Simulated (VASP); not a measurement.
# Ge (I4_1/amd) in VASP: notebook, part 2 of 2

VASP 6.6.1. The steps go on from the part before.

## 3. Single point, BLYP+D3(BJ)

This run uses another cell than the first one, of 19.19 Å³/atom.

Input file INCAR:

```
SYSTEM = Ge
PREC = Accurate
ENCUT = 520
EDIFF = 1E-7
ISMEAR = -1
SIGMA = 0.05
LREAL = .False.
LASPH = .True.
NELM = 100
ALGO = Normal
ISIF = 2
LWAVE = .False.
LCHARG = .True.
GGA = B5
ALDAX = 1.0
AGGAX = 1.0
AGGAC = 1.0
ALDAC = 0.0
IVDW = 12
VDW_S6 = 1.0
VDW_S8 = 2.6996
VDW_A1 = 0.4298
VDW_A2 = 4.2359
LELF = .True.
LVHAR = .True.
NBANDS = 21
```

Input file KPOINTS:

```
regular mesh
0
Gamma
  11 11 11
  0 0 0
```

Input file POSCAR:

```
Ge
1.0
   -2.6069428497      2.6069428497      1.4120196679
    2.6069428497     -2.6069428497      1.4120196679
    2.6069428497      2.6069428497     -1.4120196679
Ge
2
Direct
    0.5000000000      0.5000000000      0.0000000000
    0.2500000000      0.7500000000      0.5000000000
```

Potentials or basis: VASP PAW PBE potentials, release 64 (Ge_d).

On the command line:

```sh
$ cat potpaw_PBE.64/Ge_d/POTCAR > POTCAR
$ mpirun -np 1 vasp_std > vasp.out
```

OUTCAR:

```text
SYSTEM = Ge
   PREC = Accurate
   ENCUT = 520
   EDIFF = 1E-7
   ISMEAR = -1
   LREAL = .False.
   LASPH = .True.
   NELM = 100
   ISIF = 2
   GGA = B5
   IVDW = 12
 IVDW          = 12

 ion  position               nearest neighbor table
   1  0.500  0.500  0.000-   2 2.70   2 2.70   2 2.70   2 2.70
   2  0.250  0.750  0.500-   1 2.70   1 2.70   1 2.70   1 2.70

  LATTYP: Found a body centered tetragonal cell.
 ALAT       =     5.2138856994
 C/A-ratio  =     0.5416381368

  Lattice vectors:

 A1 = (  -2.6069428497,   2.6069428497,   1.4120196679)
 A2 = (   2.6069428497,  -2.6069428497,   1.4120196679)
 A3 = (   2.6069428497,   2.6069428497,  -1.4120196679)

Analysis of symmetry for initial positions (statically):
=====================================================================
 Subroutine PRICEL returns:
 Original cell was already a primitive cell.

 Routine SETGRP: Setting up the symmetry group for a
 body centered tetragonal supercell.

 Subroutine GETGRP returns: Found 16 space group operations
 (whereof  8 operations were pure point group operations)
 out of a pool of 16 trial point group operations.

The static configuration has the point symmetry D_2d.
 The point group associated with its full space group is D_4h.

Analysis of symmetry for dynamics (positions and initial velocities):
=====================================================================
 Subroutine PRICEL returns:
 Original cell was already a primitive cell.

 Routine SETGRP: Setting up the symmetry group for a
 body centered tetragonal supercell.

 Subroutine GETGRP returns: Found 16 space group operations
 (whereof  8 operations were pure point group operations)
 out of a pool of 16 trial point group operations.

The dynamic configuration has the point symmetry D_2d.
 The point group associated with its full space group is D_4h.

 Subroutine INISYM returns: Found 16 space group operations
 (whereof  8 operations are pure point group operations),
 and found     1 'primitive' translations

----------------------------------------------------------------------------------------

                                     Primitive cell

  volume of cell :      38.3852

  direct lattice vectors                    reciprocal lattice vectors
    -2.606942850  2.606942850  1.412019668     0.000000000  0.191795536  0.354102716
     2.606942850 -2.606942850  1.412019668     0.191795536  0.000000000  0.354102716
     2.606942850  2.606942850 -1.412019668     0.191795536  0.191795536  0.000000000

  length of vectors
     3.947923706  3.947923706  3.947923706     0.402708655  0.402708655  0.271239848

  position of ions in fractional coordinates (direct lattice)
     0.500000000  0.500000000  0.000000000
     0.250000000  0.750000000  0.500000000

  ion indices of the primitive-cell ions
   primitive index   ion index
                 1           1
                 2           2

----------------------------------------------------------------------------------------

 KPOINTS: regular mesh

Automatic generation of k-mesh.
 Grid dimensions read from file:
 generate k-points for:   11   11   11

 Generating k-lattice:

  Cartesian coordinates                     Fractional coordinates (reciprocal lattice)
     0.000000000  0.017435958  0.032191156     0.090909091  0.000000000 -0.000000000
     0.017435958  0.000000000  0.032191156     0.000000000  0.090909091 -0.000000000
     0.017435958  0.017435958  0.000000000     0.000000000  0.000000000  0.090909091

  Length of vectors
     0.036609878  0.036609878  0.024658168

  Shift w.r.t. Gamma in fractional coordinates (k-lattice)
     0.000000000  0.000000000  0.000000000

 Subroutine IBZKPT returns following result:
 ===========================================

 Found    126 irreducible k-points:

 Following reciprocal coordinates:
            Coordinates               Weight
  0.000000  0.000000  0.000000      1.000000
  0.090909 -0.000000  0.000000      8.000000
  0.181818 -0.000000  0.000000      8.000000
  0.272727  0.000000 -0.000000      8.000000
  0.363636 -0.000000  0.000000      8.000000
  0.454545 -0.000000  0.000000      8.000000
[... 16 lines left out ...]
 -0.272727  0.181818  0.000000     16.000000
 -0.181818  0.181818  0.000000      4.000000
 [... further k-points ...]
   k-points           NKPTS =    126   k-points in BZ     NKDIM =    126   number of bands    NBANDS=     21
   number of dos      NEDOS =    301   number of ions     NIONS =      2
   total plane-waves  NPLWV =  27000
   dimension x,y,z NGX =    30 NGY =   30 NGZ =   30
   dimension x,y,z NGXF=    60 NGYF=   60 NGZF=   60
   ions per type =               2
   NGX,Y,Z   is equivalent  to a cutoff of  12.63, 12.63, 12.63 a.u.
   NGXF,Y,Z  is equivalent  to a cutoff of  25.27, 25.27, 25.27 a.u.
 SYSTEM =  Ge
   PREC   = accura    normal or accurate (medium, high low for compatibility)
   ISTART =      0    job   : 0-new  1-cont  2-samecut
   ICHARG =      2    charge: 1-file 2-atom 10-const
   ISPIN  =      1    spin polarized calculation?
   LNONCOLLINEAR =      F non collinear calculations
   LSORBIT =      F    spin-orbit coupling
   LASPH  =      T    aspherical Exc in radial PAW
   ENCUT  =  520.0 eV  38.22 Ry    6.18 a.u.   7.34  7.34  7.34*2*pi/ulx,y,z
   NELM   =    100;   NELMIN=  2; NELMDL= -5     # of ELM steps
   EDIFF  = 0.1E-06   stopping-criterion for ELM
   LREAL  =      F    real-space projection
   EDIFFG = 0.1E-05   stopping-criterion for IOM
   NSW    =      0    number of steps for IOM
   IBRION =     -1    ionic relax: 0-MD 1-quasi-New 2-CG
   NFREE  =      0    steps in history (QN), initial steepest desc. (CG)
   ISIF   =      2    stress and relaxation
   ISYM   =      2    0-nonsym 1-usesym 2-fastsym
   POTIM  = 0.5000    time-step for ionic-motion
   TEBEG  =    0.0;   TEEND  =   0.0 temperature during run
   PSTRESS=    0.0 pullay stress
   NELECT =      28.0000    total number of electrons
   NUPDOWN=      -1.0000    fix difference up-down
   EMIN   =  10.00;   EMAX   =-10.00  energy-range for DOS
   EFERMI =   0.00;   METHOD = LEGACY
   ISMEAR =    -1;   SIGMA  =   0.05  broadening in eV -4-tet -1-fermi 0-gaus
   EFERMI_NEDOS =   21; number of points for ismear=-14 and -15
   IALGO  =     38    algorithm
   IMIX   =      4    mixing-type and parameters
     AMIX     =   0.40;   BMIX     =  1.00
     AMIX_MAG =   1.60;   BMIX_MAG =  1.00
  volume/ion in A,a.u.               =      19.19       129.52
  Fermi-wavevector in a.u.,A,eV,Ry     =   1.473690  2.784871 29.548635  2.171763
  Thomas-Fermi vector in A             =   2.588553
   LORBIT       =      0    0 simple, 1 ext, 2 COOP (PROOUT), +10 PAW based schemes
   GGA     = B5    functional components
   LHFCALC =     F    Hartree Fock is set to
   AEXX    =    0.0000 exact exchange contribution
   IVDW    =    12    specifies the selected vdW correction
   LEPSILON=     F    determine dielectric tensor
   LRPA    =     F    only Hartree local field effects (RPA)
 non-spin polarized calculation
  energy-cutoff  :      520.00
  volume of cell :       38.39
 maximum number of plane-waves:      1053
 NGX is ok and might be reduce to    30
   NGX = 15   NGY = 15   NGZ = 15

 number of electron      28.0000016 magnetization

 Free energy of the ion-electron system (eV)
  ---------------------------------------------------
  ext. energy  EPLUGINS =         0.00000000
  ---------------------------------------------------
  free energy    TOTEN  =        -6.84562356 eV

  energy without entropy =       -6.83796509  energy(sigma->0) =       -6.84179433

 E-fermi :   6.8462     XC(G=0): -10.5217

 val. band max:        6.8412016433   @ k =  -0.2727   0.1818   0.0000
 cond. band min:       6.8572088165   @ k =   0.1818   0.0909   0.0000
 fundamental gap:      0.0160071733
 Fermi energy:         6.8461602082

 k-point     1 :       0.0000    0.0000    0.0000
  band No.  band energies     occupation
      1     -17.8485      2.00000
      2     -17.8105      2.00000
      3     -17.7799      2.00000
      4     -17.7752      2.00000
      5     -17.6819      2.00000
      6     -17.6819      2.00000
[... 13 lines left out ...]
     20      18.3817      0.00000
     21      19.3843      0.00000
[... 529 lines left out ...]
 k-point    24 :      -0.1818    0.1818    0.0000
  band No.  band energies     occupation
      1     -17.8325      2.00000
      2     -17.8128      2.00000
      3     -17.7884      2.00000
      4     -17.7614      2.00000
      5     -17.6893      2.00000
      6     -17.6748      2.00000
[... 13 lines left out ...]
     20      19.0747      0.00000
     21      19.4613      0.00000

 [... further k-points ...]

------------------------ aborting loop because EDIFF is reached ----------------------------------------

 Edisp (eV)   -1.60050

 E8    (eV) :    -1.1872

  FORCE on cell =-STRESS in cart. coord.  units (eV):
  Direction    XX          YY          ZZ          XY          YZ          ZX
  --------------------------------------------------------------------------------------
  -------------------------------------------------------------------------------------
  Total       0.00579     0.00579    -0.00293     0.00000    -0.00000     0.00000
  in kB       0.24178     0.24178    -0.12233     0.00000    -0.00000     0.00000
  external pressure =        0.12 kB  Pullay stress =        0.00 kB

 VOLUME and BASIS-vectors are now :
 -----------------------------------------------------------------------------
  energy-cutoff  :      520.00
  volume of cell :       38.39
      direct lattice vectors                 reciprocal lattice vectors
    -2.606942850  2.606942850  1.412019668     0.000000000  0.191795536  0.354102716
     2.606942850 -2.606942850  1.412019668     0.191795536  0.000000000  0.354102716
     2.606942850  2.606942850 -1.412019668     0.191795536  0.191795536  0.000000000

 POSITION                                       TOTAL-FORCE (eV/Angst)
 -----------------------------------------------------------------------------------
      0.00000      0.00000      1.41202         0.000000     -0.000000     -0.000000
      2.60694     -0.00000      0.70601        -0.000000      0.000000      0.000000
 -----------------------------------------------------------------------------------
    total drift:                                0.000000     -0.000000      0.000000

  FREE ENERGIE OF THE ION-ELECTRON SYSTEM (eV)
  ---------------------------------------------------
  free  energy   TOTEN  =        -8.4461213778 eV

  energy  without entropy=       -8.4384629016  energy(sigma->0) =       -8.44229214
```

Run time: 49 s. Hardware: 1 thread of Intel Xeon 6975P-C (Granite Rapids), shared host; peak memory 0.21 GiB.

What came out:

```
Free energy                : -8.4461 eV
Pressure                   : 0.0 GPa
Band gap on the k mesh     : zero (bands 14 and 15 overlap by 4.26 eV)
Dispersion energy per atom : -0.800 eV
```

Caveat: the PAW data sets were made with another functional, which shifts forces and pressure a little.

## 4. Single point, BLYP+D4

This run uses another cell than the first one, of 19.45 Å³/atom.

Input file INCAR:

```
SYSTEM = Ge
PREC = Accurate ; ENCUT = 520
EDIFF = 1E-7 ; ISMEAR = -1
SIGMA = 0.05 ; LREAL = .False.
LASPH = .True. ; NELM = 100
ALGO = Normal ; ISIF = 2
LWAVE = .False. ; LCHARG = .False.
GGA = B5 ; ALDAX = 1.0
AGGAX = 1.0 ; AGGAC = 1.0
ALDAC = 0.0 ; IVDW = 13
VDW_S6 = 1.0 ; VDW_S8 = 2.34076671
VDW_A1 = 0.44488865 ; VDW_A2 = 4.0933009
NBANDS = 21
```

Input file KPOINTS:

```
Automatic mesh
0
Gamma
  11 11 11
  0 0 0
```

Input file POSCAR:

```
Ge
1.0
   -2.6180726217      2.6180726217      1.4184888429
    2.6180726217     -2.6180726217      1.4184888429
    2.6180726217      2.6180726217     -1.4184888429
Ge
2
Direct
    0.5000000000      0.5000000000      0.0000000000
    0.2500000000      0.7500000000      0.5000000000
```

On the command line:

```sh
$ cat potpaw_PBE.64/Ge_d/POTCAR > POTCAR
$ mpirun -np 1 vasp_std > vasp.out
```

It took 52 s on 1 thread of Intel Xeon 6975P-C (Granite Rapids), shared host; peak memory 0.21 GiB.

The run converged. Its results:

```
Free energy                : -8.2917 eV
Pressure                   : 0.0 GPa
Band gap on the k mesh     : zero (bands 14 and 15 overlap by 4.18 eV)
Dispersion energy per atom : -0.713 eV
```

Levels at points of the mesh, in eV from the Fermi level:
```
           k point  band 10  band 11  band 12  band 13  band 14  band 15  band 16  band 17  band 18  band 19
(0.00, 0.00, 0.00)   -24.40   -12.86    -4.43    -2.17    -2.17     3.85     7.14     7.14     7.65     7.82
```

Caveat: the PAW data sets were made with another functional, which shifts forces and pressure a little.

## 5. The runs side by side

| level | cell | gap on the mesh (eV) | pressure (GPa) |
| --- | --- | --- | --- |
| BLYP | a = 3.900 Å, angles 97.4, 97.4, 138.0°, 2 atoms | none | 9.7 |
| BLYP+D3(BJ) | a = 3.948 Å, angles 97.3, 97.3, 138.1°, 2 atoms | none | 0.0 |
| BLYP+D4 | a = 3.965 Å, angles 97.4, 97.4, 138.1°, 2 atoms | none | 0.0 |

Alike in all rows: task single point; potentials or basis VASP PAW PBE potentials, release 64 (Ge_d); no spin polarisation; k mesh 11 × 11 × 11; cutoff (eV) 520; smearing fermi-dirac 0.05 eV.

Caveats: the PAW data sets were made with another functional, which shifts forces and pressure a little; the cell stands under pressure (at least some runs).

Total energies depend on the potentials used, so only differences within one code and one set of settings carry meaning.
